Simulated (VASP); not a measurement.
Set up this calculation in VASP 6.6.1, as the native input.

```
Task                   : single point
Functional             : PBEsol
Potentials or basis    : VASP PAW PBE potentials, release 64 (In_d, As)
Cutoff                 : 520 eV
k mesh                 : 8 × 8 × 8
Occupations            : fermi-dirac, width 0.05 eV
Spin                   : no spin polarisation
Dipole correction      : no
Further INCAR settings : ALGO = Normal; EDIFF = 1e-06; NBANDS = 16
```

The structure of InAs lies in POSCAR:

```
InAs
1.0
    0.0000000000      2.8963595487      2.8963595487
    2.8963595487      0.0000000000      2.8963595487
    2.8963595487      2.8963595487      0.0000000000
In As
1 1
Direct
    0.5000000000      0.5000000000      0.5000000000
    0.0000000000      0.0000000000      0.0000000000
```

This cell differs from its parent crystal: volume scaled by 1.02.

These files were run (other wordings do the same):

INCAR

```
SYSTEM = InAs
  ALGO = Normal
  EDIFF = 1E-6
  ENCUT = 520
  GGA = PS
  ISIF = 2
  ISMEAR = -1
  LASPH = .TRUE.
  LCHARG = .TRUE.
  LELF = .TRUE.
  LREAL = .FALSE.
  LVHAR = .TRUE.
  LWAVE = .FALSE.
  NBANDS = 16
  NELM = 60
  PREC = Accurate
  SIGMA = 0.05
```

KPOINTS

```
k-points
0
G
  8 8 8
  0 0 0
```

Potentials or basis: VASP PAW PBE potentials, release 64 (In_d, As).

Run with:

```console
$ cat potpaw_PBE.64/In_d/POTCAR potpaw_PBE.64/As/POTCAR > POTCAR
$ mpirun -np 1 vasp_std > vasp.out
```

It gave:

```json
{
  "Pressure": "-4.2 GPa",
  "Band gap on the k mesh": "zero (band 9 reaches 5.90 eV, above the bottom of band 10 at 3.38 eV)"
}
```

Caveat: the PAW data sets were made with another functional, which shifts forces and pressure a little; spin-orbit coupling is left out, which moves the levels of the heavy elements.

It took 37 s on 1 thread of AMD EPYC 7R13, on a shared host, peak memory 0.18 GiB.
